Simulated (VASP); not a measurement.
Write the native input for VASP 6.6.1 that does the following.

- Task: single point
- Functional: r2SCAN
- Potentials or basis: VASP PAW PBE potentials, release 64 (Zr_sv)
- Cutoff: 520 eV
- k mesh: 8 × 8 × 11
- Occupations: fermi-dirac, width 0.05 eV
- Spin: collinear spin, ferromagnetic start
- Starting moments: [1.0, 1.0, 1.0] μB
- Dipole correction: no
- Further INCAR settings: ALGO = Normal; EDIFF = 1e-06; NBANDS = 29

Crystal: Zr.

```xyz
3
Lattice="4.8299 0.0000 0.0000 -2.4150 4.1828 0.0000 0.0000 0.0000 3.0229" Properties=species:S:1:pos:R:3 pbc="T T T"
Zr    0.0000    0.0000    3.0229
Zr    0.0000    2.7886    1.5114
Zr    2.4150    1.3943    1.5114
```

This cell differs from its parent crystal: volume scaled by 0.88.

These files were run (other wordings do the same):

POSCAR

```
Zr
1.0
    4.8299187183      0.0000000000      0.0000000000
   -2.4149593591      4.1828323082      0.0000000000
    0.0000000000      0.0000000000      3.0228987585
Zr
3
Direct
    0.0000000000      0.0000000000      1.0000000000
    0.3333333333      0.6666666667      0.5000000000
    0.6666666667      0.3333333333      0.5000000000
```

INCAR.step1

```
ALGO     = Normal         # electronic algorithm
EDIFF    = 1E-4           # SCF threshold, eV
ENCUT    = 520            # plane-wave cutoff, eV
GGA      = PE             # functional
ISMEAR   = -1             # smearing method
ISPIN    = 2              # spin polarisation
LASPH    = True           # aspherical terms in the spheres
LCHARG   = False          # write CHGCAR
LMAXMIX  = 4              # l up to which the mixer works
LREAL    = False          # projectors in reciprocal space
LWAVE    = True           # write WAVECAR
MAGMOM   = 1 1 1          # initial moments
NBANDS   = 29             # bands
NELM     = 150            # most SCF steps
PREC     = Accurate       # precision mode
SIGMA    = 0.05           # smearing width, eV
```

INCAR.step2

```
ALGO     = Normal         # electronic algorithm
EDIFF    = 1E-6           # SCF threshold, eV
ENCUT    = 520            # plane-wave cutoff, eV
ISIF     = 2              # what is computed and relaxed
ISMEAR   = -1             # smearing method
ISPIN    = 2              # spin polarisation
ISTART   = 1            
LASPH    = True           # aspherical terms in the spheres
LCHARG   = False          # write CHGCAR
LMAXMIX  = 4              # l up to which the mixer works
LMIXTAU  = True         
LORBIT   = 11             # projections on sites
LREAL    = False          # projectors in reciprocal space
LWAVE    = False          # write WAVECAR
MAGMOM   = 1 1 1          # initial moments
METAGGA  = R2SCAN         # meta-GGA
NBANDS   = 29             # bands
NELM     = 150            # most SCF steps
PREC     = Accurate       # precision mode
SIGMA    = 0.05           # smearing width, eV
```

KPOINTS

```
k-points
0
Gamma
  8 8 11
```

Potentials or basis: VASP PAW PBE potentials, release 64 (Zr_sv).

Command:

```sh
$ cat potpaw_PBE.64/Zr_sv/POTCAR > POTCAR
$ cp INCAR.step1 INCAR
$ mpirun -np 1 vasp_std > vasp.out
$ cp INCAR.step2 INCAR
$ mpirun -np 1 vasp_std > vasp.out
```

Results of the run:

| Property | Result |
| --- | --- |
| Pressure | 15.5 GPa |
| Band gap on the k mesh | zero (filled and empty bands overlap) |
| Net moment | 0.00 μB per cell |
| Valence electrons inside the program's atomic spheres | Zr 9.84, 10.05 |

Caveat: the PAW data sets were made with another functional, which shifts forces and pressure a little.

Wall time 18 min on 1 thread of AMD EPYC 7R13 (shared host), peak memory 0.27 GiB.
